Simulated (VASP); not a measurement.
BiTe: single point with r2SCAN

BiTe:

```
Bi Te
1.0
     0.00000    3.61238    3.61238
     3.61238    0.00000    3.61238
     3.61238    3.61238    0.00000
Bi Te
1 1
Direct
  0.00000 0.00000 0.00000
  0.25000 0.25000 0.25000
```

```
Program                : VASP 6.6.1
Task                   : single point
Functional             : r2SCAN
Potentials or basis    : VASP PAW PBE potentials, release 64 (Bi_d, Te)
Cutoff                 : 520 eV
k mesh                 : 8 × 8 × 8
Occupations            : gaussian, width 0.05 eV
Spin                   : no spin polarisation
Dipole correction      : no
Further INCAR settings : ALGO = Normal; EDIFF = 1e-06; NBANDS = 18
```

```json
{"Pressure": "-0.4 GPa", "Band gap on the k mesh": "zero (an odd number of electrons rules out a gap without spin polarisation)"}
```

Levels at points of the mesh, in eV from the Fermi level:
| k point | band 7 | band 8 | band 9 | band 10 | band 11 | band 12 | band 13 | band 14 | band 15 | band 16 |
| --- | --- | --- | --- | --- | --- | --- | --- | --- | --- | --- |
| (0.00, 0.00, 0.00) | -8.97 | -3.00 | -3.00 | -3.00 | -0.22 | -0.22 | -0.22 | 3.20 | 6.28 | 6.28 |
| (0.50, 0.00, 0.00) | -10.74 | -3.63 | -3.63 | -3.56 | 0.75 | 0.75 | 2.28 | 5.05 | 5.73 | 6.53 |
| (0.50, 0.50, 0.00) | -11.78 | -4.34 | -4.34 | -2.01 | -1.02 | 2.80 | 2.80 | 4.90 | 5.73 | 7.94 |

Wall time 2 min on 1 thread of Intel(R) Xeon(R) Platinum 8488C (Sapphire Rapids) (shared host), peak memory 0.28 GiB.

Caveat: the PAW data sets were made with another functional, which shifts forces and pressure a little; spin-orbit coupling is left out, which moves the levels of the heavy elements; an odd number of electrons without spin polarisation forces a metal; a magnetic or distorted state may lie lower.
